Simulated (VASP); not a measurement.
A run of VASP 6.6.1:

POSCAR

```
MgS
1.0
    0.0000000000      2.6016500000      2.6016500000
    2.6016500000      0.0000000000      2.6016500000
    2.6016500000      2.6016500000      0.0000000000
S Mg
1 1
Direct
    0.5000000000      0.5000000000      0.5000000000
    0.0000000000      0.0000000000      0.0000000000
```

Contents of INCAR.step1:

```
  PREC = Accurate
  ENCUT = 520
  EDIFF = 1E-5
  ISMEAR = -1
  SIGMA = 0.05
  LREAL = F
  LASPH = T
  NELM = 60
  ALGO = Normal
  ISIF = 2
  LWAVE = T
  LCHARG = F
  GGA = PE
  NBANDS = 11
```

Contents of INCAR.step2:

```
  PREC = Accurate
  ENCUT = 520
  EDIFF = 1E-7
  ISMEAR = -1
  SIGMA = 0.05
  LREAL = F
  LASPH = T
  NELM = 60
  ALGO = Normal
  ISIF = 2
  LWAVE = F
  LCHARG = F
  GGA = PE
  LHFCALC = T
  AEXX = 0.25
  PRECFOCK = Normal
  ISTART = 1
  NBANDS = 11
```

Contents of KPOINTS:

```
regular mesh
0
Gamma
  5 5 5
```

Potentials or basis: VASP PAW PBE potentials, release 64 (S, Mg).

Run with:

```bash
$ cat potpaw_PBE.64/S/POTCAR potpaw_PBE.64/Mg/POTCAR > POTCAR
$ cp INCAR.step1 INCAR
$ mpirun -np 1 vasp_std > vasp.out
$ cp INCAR.step2 INCAR
$ mpirun -np 1 vasp_std > vasp.out
```

Hardware: 1 thread of Intel(R) Xeon(R) Platinum 8375C CPU @ 2.90GHz (Ice Lake) (shared host).

Task: Estimate the wall time of this run.

Result: Wall time 6.7 min on 1 thread of Intel(R) Xeon(R) Platinum 8375C CPU @ 2.90GHz (Ice Lake) (shared host), peak memory 0.17 GiB. Counts: k points 10.
